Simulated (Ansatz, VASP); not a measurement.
AlN in VASP and in Ansatz

```
CELL_PARAMETERS angstrom
0.00000 2.01887 2.01887
2.01887 0.00000 2.01887
2.01887 2.01887 0.00000
ATOMIC_POSITIONS crystal
Al 0.00000 0.00000 0.00000
N 0.50000 0.50000 0.50000
```

Alike in both runs: task single point; functional HSE06; k mesh 8 × 8 × 8; no spin polarisation.

|  | VASP | Ansatz |
| --- | --- | --- |
| version | VASP 6.6.1 | Ansatz 0.2.0 |
| potentials or method | VASP PAW PBE potentials, release 64 (Al, N) | plane waves, PAW |
| plane-wave cutoff (eV) | 520 | 420 |
| occupations | gaussian, width 0.01 eV | fixed |
| valence electrons in the cell | 8 | 8 |

Ansatz gave:

```
gap on the k mesh at the Fermi level (eV) : 6.08
pressure (GPa)                            : -1.5
```

**Question.** Which values does VASP return?

**Answer.** gap on the k mesh at the Fermi level (eV): 6.01; pressure (GPa): -1.5.

Ansatz's warnings: stress exchange threshold loose, stress scf threshold loose.
